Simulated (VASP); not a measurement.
# Ta3N (P-3m1) in VASP: relaxation of cell and atoms with PBE

Aim: the relaxation of cell and atoms of Ta3N with PBE.

All numbers are computed with VASP 6.6.1; they aren't measurements. Logs are shortened: lines on timing, memory, paths and dates and some standing lists are left out, and cuts for length are marked.

### Step 1. The cell of the first run

The structure is trigonal, space group P-3m1 (No. 164). The conventional cell has a = 3.032 Å, b = 3.032 Å, c = 7.524 Å, α = 90.00°, β = 90.00°, γ = 120.00°. Within 4.0 Å of Ta (site symmetry -3m) lie 12 Ta at 3.01 to 3.03 Å and 2 N at 3.76 Å. Within 3.2 Å of Ta (site symmetry 3m) lie 3 N at 2.19 Å and 12 Ta at 3.01 to 3.15 Å. N (site symmetry -3m) has 6 Ta at 2.19 Å within 2.9 Å.

### Step 2. Relaxation of cell and atoms, PBE

Contents of INCAR:

```
PREC     = Accurate       # precision mode
ENCUT    = 600            # plane-wave cutoff, eV
EDIFF    = 1E-7           # SCF threshold, eV
ISMEAR   = 0              # smearing method
SIGMA    = 0.1            # smearing width, eV
LREAL    = False          # projectors in reciprocal space
LASPH    = True           # aspherical terms in the spheres
NELM     = 80             # most SCF steps
ALGO     = Normal         # electronic algorithm
ISIF     = 3              # what is computed and relaxed
LWAVE    = False          # write WAVECAR
LCHARG   = False          # write CHGCAR
GGA      = PE             # functional
IBRION   = 2              # ionic algorithm
NSW      = 100            # ionic steps
EDIFFG   = -0.01          # ionic threshold
```

Contents of KPOINTS:

```
Automatic mesh
0
Gamma
  18 18 6
```

Contents of POSCAR:

```
Ta3N
1.0
    3.0322239600      0.0000000000      0.0000000000
   -1.5161119800      2.6259829800      0.0000000000
    0.0000000000      0.0000000000      7.5241370200
Ta N
3 1
Direct
    0.0000000000      0.0000000000      0.5000000000
    0.3333333300      0.6666666700      0.1739300000
    0.6666666700      0.3333333300      0.8260700000
    0.0000000000      0.0000000000      0.0000000000
```

Potentials or basis: VASP PAW PBE potentials, release 64 (Ta_pv, N).

Started as:

```sh
> cat potpaw_PBE.64/Ta_pv/POTCAR potpaw_PBE.64/N/POTCAR > POTCAR
> mpirun -np 1 vasp_std > vasp.out
```

OUTCAR:

```text
PREC = Accurate
   ENCUT = 600
   EDIFF = 1E-7
   ISMEAR = 0
   LREAL = False
   LASPH = True
   NELM = 80
   ISIF = 3
   GGA = PE
   IBRION = 2
   NSW = 100
   EDIFFG = -0.01

 ion  position               nearest neighbor table
   1  0.000  0.000  0.500-   2 3.01   3 3.01   3 3.01   2 3.01   3 3.01   2 3.01
   2  0.333  0.667  0.174-   4 2.19   4 2.19   4 2.19   1 3.01   1 3.01   1 3.01   3 3.15   3 3.15
                             3 3.15
   3  0.667  0.333  0.826-   4 2.19   4 2.19   4 2.19   1 3.01   1 3.01   1 3.01   2 3.15   2 3.15
                             2 3.15
   4  0.000  0.000  0.000-   2 2.19   3 2.19   3 2.19   2 2.19   3 2.19   2 2.19

  LATTYP: Found a hexagonal cell.
 ALAT       =     3.0322239600
 C/A-ratio  =     2.4813922452

  Lattice vectors:

 A1 = (   3.0322239600,   0.0000000000,   0.0000000000)
 A2 = (  -1.5161119800,   2.6259829800,   0.0000000000)
 A3 = (   0.0000000000,   0.0000000000,   7.5241370200)

Analysis of symmetry for initial positions (statically):
=====================================================================
 Subroutine PRICEL returns:
 Original cell was already a primitive cell.

 Routine SETGRP: Setting up the symmetry group for a
 hexagonal supercell.

 Subroutine GETGRP returns: Found 12 space group operations
 (whereof 12 operations were pure point group operations)
 out of a pool of 24 trial point group operations.

The static configuration has the point symmetry D_3d.

Analysis of symmetry for dynamics (positions and initial velocities):
=====================================================================
 Subroutine PRICEL returns:
 Original cell was already a primitive cell.

 Routine SETGRP: Setting up the symmetry group for a
 hexagonal supercell.

 Subroutine GETGRP returns: Found 12 space group operations
 (whereof 12 operations were pure point group operations)
 out of a pool of 24 trial point group operations.

The dynamic configuration has the point symmetry D_3d.

 Subroutine INISYM returns: Found 12 space group operations
 (whereof 12 operations are pure point group operations),
 and found     1 'primitive' translations

----------------------------------------------------------------------------------------

                                     Primitive cell

  volume of cell :      59.9115

  direct lattice vectors                    reciprocal lattice vectors
     3.032223960  0.000000000  0.000000000     0.329790943  0.190404890  0.000000000
    -1.516111980  2.625982980  0.000000000     0.000000000  0.380809780  0.000000000
     0.000000000  0.000000000  7.524137020     0.000000000  0.000000000  0.132905607

  length of vectors
     3.032223960  3.032223961  7.524137020     0.380809780  0.380809780  0.132905607

  position of ions in fractional coordinates (direct lattice)
     0.000000000  0.000000000  0.500000000
     0.333333330  0.666666670  0.173930000
     0.666666670  0.333333330  0.826070000
     0.000000000  0.000000000  0.000000000

  ion indices of the primitive-cell ions
   primitive index   ion index
                 1           1
                 2           2
                 3           3
                 4           4

----------------------------------------------------------------------------------------

 KPOINTS: Automatic mesh

Automatic generation of k-mesh.
 Grid dimensions read from file:
 generate k-points for:   18   18    6

 Generating k-lattice:

  Cartesian coordinates                     Fractional coordinates (reciprocal lattice)
     0.018321719  0.010578049  0.000000000     0.055555556  0.000000000  0.000000000
     0.000000000  0.021156099  0.000000000     0.000000000  0.055555556  0.000000000
     0.000000000  0.000000000  0.022150935     0.000000000  0.000000000  0.166666667

  Length of vectors
     0.021156099  0.021156099  0.022150935

  Shift w.r.t. Gamma in fractional coordinates (k-lattice)
     0.000000000  0.000000000  0.000000000

 Subroutine IBZKPT returns following result:
 ===========================================

 Found    202 irreducible k-points:

 Following reciprocal coordinates:
            Coordinates               Weight
  0.000000  0.000000  0.000000      1.000000
  0.055556  0.000000  0.000000      6.000000
  0.111111  0.000000  0.000000      6.000000
  0.166667  0.000000  0.000000      6.000000
  0.222222  0.000000  0.000000      6.000000
  0.277778  0.000000  0.000000      6.000000
[... 16 lines left out ...]
  0.333333  0.111111  0.000000     12.000000
  0.388889  0.111111  0.000000     12.000000
 [... further k-points ...]
   k-points           NKPTS =    202   k-points in BZ     NKDIM =    202   number of bands    NBANDS=     23
   number of dos      NEDOS =    301   number of ions     NIONS =      4
   total plane-waves  NPLWV =  34560
   dimension x,y,z NGX =    24 NGY =   24 NGZ =   60
   dimension x,y,z NGXF=    48 NGYF=   48 NGZF=  120
   ions per type =               3   1
   NGX,Y,Z   is equivalent  to a cutoff of  13.16, 13.16, 13.26 a.u.
   NGXF,Y,Z  is equivalent  to a cutoff of  26.32, 26.32, 26.51 a.u.
 SYSTEM =  unknown system
   PREC   = accura    normal or accurate (medium, high low for compatibility)
   ISTART =      0    job   : 0-new  1-cont  2-samecut
   ICHARG =      2    charge: 1-file 2-atom 10-const
   ISPIN  =      1    spin polarized calculation?
   LNONCOLLINEAR =      F non collinear calculations
   LSORBIT =      F    spin-orbit coupling
   LASPH  =      T    aspherical Exc in radial PAW
   ENCUT  =  600.0 eV  44.10 Ry    6.64 a.u.   6.06  6.06 15.03*2*pi/ulx,y,z
   NELM   =     80;   NELMIN=  2; NELMDL= -5     # of ELM steps
   EDIFF  = 0.1E-06   stopping-criterion for ELM
   LREAL  =      F    real-space projection
   EDIFFG = -.1E-01   stopping-criterion for IOM
   NSW    =    100    number of steps for IOM
   IBRION =      2    ionic relax: 0-MD 1-quasi-New 2-CG
   NFREE  =      1    steps in history (QN), initial steepest desc. (CG)
   ISIF   =      3    stress and relaxation
   ISYM   =      2    0-nonsym 1-usesym 2-fastsym
   POTIM  = 0.5000    time-step for ionic-motion
   TEBEG  =    0.0;   TEEND  =   0.0 temperature during run
   PSTRESS=    0.0 pullay stress
   NELECT =      38.0000    total number of electrons
   NUPDOWN=      -1.0000    fix difference up-down
   EMIN   =  10.00;   EMAX   =-10.00  energy-range for DOS
   EFERMI =   0.00;   METHOD = LEGACY
   ISMEAR =     0;   SIGMA  =   0.10  broadening in eV -4-tet -1-fermi 0-gaus
   EFERMI_NEDOS =   21; number of points for ismear=-14 and -15
   IALGO  =     38    algorithm
   IMIX   =      4    mixing-type and parameters
     AMIX     =   0.40;   BMIX     =  1.00
     AMIX_MAG =   1.60;   BMIX_MAG =  1.00
  volume/ion in A,a.u.               =      14.98       101.08
  Fermi-wavevector in a.u.,A,eV,Ry     =   1.406585  2.658061 26.918884  1.978482
  Thomas-Fermi vector in A             =   2.528931
   LORBIT       =      0    0 simple, 1 ext, 2 COOP (PROOUT), +10 PAW based schemes
   GGA     = PE    functional components
   LHFCALC =     F    Hartree Fock is set to
   AEXX    =    0.0000 exact exchange contribution
   IVDW    =     0    specifies the selected vdW correction
   LEPSILON=     F    determine dielectric tensor
   LRPA    =     F    only Hartree local field effects (RPA)
 conjugate gradient relaxation of ions
 non-spin polarized calculation
 Gauss-broadening in eV      SIGMA  =   0.10
  energy-cutoff  :      600.00
  volume of cell :       59.91
 maximum number of plane-waves:      2040
   NGX = 13   NGY = 13   NGZ = 31

--------------------------------------- Ionic step        1  -------------------------------------------

 number of electron      37.9999999 magnetization

 Free energy of the ion-electron system (eV)
  ---------------------------------------------------
  ext. energy  EPLUGINS =         0.00000000
  ---------------------------------------------------
  free energy    TOTEN  =       -45.62076228 eV

  energy without entropy =      -45.60357214  energy(sigma->0) =      -45.61216721

------------------------ aborting loop because EDIFF is reached ----------------------------------------

  FORCE on cell =-STRESS in cart. coord.  units (eV):
  Direction    XX          YY          ZZ          XY          YZ          ZX
  --------------------------------------------------------------------------------------
  -------------------------------------------------------------------------------------
  Total       -0.2761864     -0.2761864      0.0998294      0.0000000      0.0000000      0.0000000
  in kB       -7.3858922     -7.3858922      2.6696787      0.0000000      0.0000000      0.0000000
  external PRESSURE =      -4.0340352 kB  Pullay stress =       0.0000000 kB
[... 289 lines left out ...]
  energy  without entropy=      -45.6045933866  energy(sigma->0) =      -45.61330596

--------------------------------------- Ionic step        9  -------------------------------------------

 number of electron      37.9999997 magnetization

 Free energy of the ion-electron system (eV)
  ---------------------------------------------------
  ext. energy  EPLUGINS =         0.00000000
  ---------------------------------------------------
  free energy    TOTEN  =       -45.62207752 eV

  energy without entropy =      -45.60465742  energy(sigma->0) =      -45.61336747

 E-fermi :   6.6463     XC(G=0): -12.6970

 val. band max:        6.6450940665   @ k =  -0.0556   0.1667   0.1667
 cond. band min:       6.6484109922   @ k =   0.1111   0.0556   0.3333
 fundamental gap:      0.0033169257
 Fermi energy:         6.6462701305

 k-point     1 :       0.0000    0.0000    0.0000
  band No.  band energies     occupation
      1     -28.5235      2.00000
      2     -28.2376      2.00000
      3     -27.8930      2.00000
      4     -27.8930      2.00000
      5     -27.8656      2.00000
      6     -27.8656      2.00000
[... 613 lines left out ...]
     22       9.6819      0.00000
     23      10.4887      0.00000

 [... further k-points ...]

------------------------ aborting loop because EDIFF is reached ----------------------------------------

  FORCE on cell =-STRESS in cart. coord.  units (eV):
  Direction    XX          YY          ZZ          XY          YZ          ZX
  --------------------------------------------------------------------------------------
  -------------------------------------------------------------------------------------
  Total        0.0002422      0.0002422      0.0117455      0.0000000     -0.0000000      0.0000000
  in kB        0.0064888      0.0064888      0.3146914      0.0000000     -0.0000000      0.0000000
  external PRESSURE =       0.1092230 kB  Pullay stress =       0.0000000 kB
[... 19 lines left out ...]
  FREE ENERGIE OF THE ION-ELECTRON SYSTEM (eV)
  ---------------------------------------------------
  free  energy   TOTEN  =       -45.6220775171 eV

  energy  without entropy=      -45.6046574154  energy(sigma->0) =      -45.61336747

 reached required accuracy - stopping structural energy minimisation
```

Wall time 19 min (1 thread of Intel Xeon Platinum 8259CL at 2.50GHz (Skylake/Cascade Lake), shared host); peak memory 0.42 GiB.

What came out:

| Item | Value |
| --- | --- |
| Free energy | -45.6221 eV |
| Relaxed volume | 14.95 Å³/atom |
| Relaxed cell | a = 3.021 Å, b = 3.021 Å, c = 7.567 Å, α = 90.00°, β = 90.00°, γ = 120.00° |
| Space group after relaxing (to 0.1 Å) | P-3m1 (No. 164) |
| Energy gained by relaxing | 0.3 meV/atom |
| Ionic steps | 9 |
| Pressure after relaxing | 0.0 GPa |
| Largest force after relaxing | 0.003 eV/Å |
| Band gap on the k mesh | zero (bands 19 and 20 overlap by 0.69 eV) |

Forces in eV/Å, atoms in the order of the input:
```
Ta   0.000  0.000  0.000
Ta   0.000  0.000 -0.003
Ta   0.000  0.000  0.003
N    0.000  0.000  0.000
```

The path:
```
step  energy change (eV)  largest force (eV/Å)  pressure (GPa)  volume (Å³)
   1              0.0000                0.0661           -0.40        59.91
   2             -0.0002                0.0564            1.07        59.58
   3             -0.0006                0.0011            0.38        59.74
   4             -0.0011                0.0463           -0.09        59.86
   5             -0.0011                0.0399           -0.03        59.84
   6             -0.0012                0.0215           -0.06        59.84
   7             -0.0013                0.0059           -0.10        59.83
   8             -0.0013                0.0031            0.29        59.73
   9             -0.0013                0.0033            0.01        59.80
```

Final structure:
```
Ta N
1.0
     3.02084    0.00000    0.00000
    -1.51042    2.61612    0.00000
     0.00000    0.00000    7.56678
Ta N
3 1
Direct
  0.00000 0.00000 0.50000
  0.33333 0.66667 0.17404
  0.66667 0.33333 0.82596
  0.00000 0.00000 0.00000
```

Caveat: spin-orbit coupling is left out, which moves the levels of the heavy elements.
